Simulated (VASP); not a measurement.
Set up this calculation in VASP 6.6.1, as the native input.

| Item | Value |
| --- | --- |
| Task | single point |
| Functional | PBEsol |
| Potentials or basis | VASP PAW PBE potentials, release 64 (C) |
| Cutoff | 520 eV |
| k mesh | 11 × 11 × 11 |
| Occupations | methfessel-paxton, width 0.1 eV |
| Spin | no spin polarisation |
| Dipole correction | no |
| Further INCAR settings | ALGO = Normal; EDIFF = 1e-06; NBANDS = 11 |

The structure of C lies in POSCAR:

```
C
1.0
    1.2197879396      0.7042414674      3.3245461688
   -1.2197879396      0.7042414674      3.3245461688
    0.0000000000     -1.4084928676      3.3245461688
C
2
Direct
    0.8360000000      0.8360000000      0.8360000000
    0.1640000000      0.1640000000      0.1640000000
```

One way to write it, as run:

INCAR

```
PREC     = Accurate       # precision mode
ENCUT    = 520            # plane-wave cutoff, eV
EDIFF    = 1E-6           # SCF threshold, eV
ISMEAR   = 1              # smearing method
SIGMA    = 0.1            # smearing width, eV
LREAL    = F              # projectors in reciprocal space
LASPH    = T              # aspherical terms in the spheres
NELM     = 100            # most SCF steps
ALGO     = Normal         # electronic algorithm
ISIF     = 2              # what is computed and relaxed
LWAVE    = F              # write WAVECAR
LCHARG   = F              # write CHGCAR
GGA      = PS             # functional
NBANDS   = 11             # bands
```

KPOINTS

```
Automatic mesh
0
Gamma
  11 11 11
```

Potentials or basis: VASP PAW PBE potentials, release 64 (C).

Launch:

```sh
$ cat potpaw_PBE.64/C/POTCAR > POTCAR
$ mpirun -np 1 vasp_std > vasp.out
```

It gave:

```yaml
Pressure: 7.8 GPa
Largest_force: 0.861 eV/Å
Band_gap_on_the_k_mesh: 0.96 eV, direct
```

Caveat: the PAW data sets were made with another functional, which shifts forces and pressure a little.

Wall time 35 s on 1 thread of Intel(R) Xeon(R) Platinum 8375C CPU @ 2.90GHz (Ice Lake), on a shared host, peak memory 0.15 GiB.
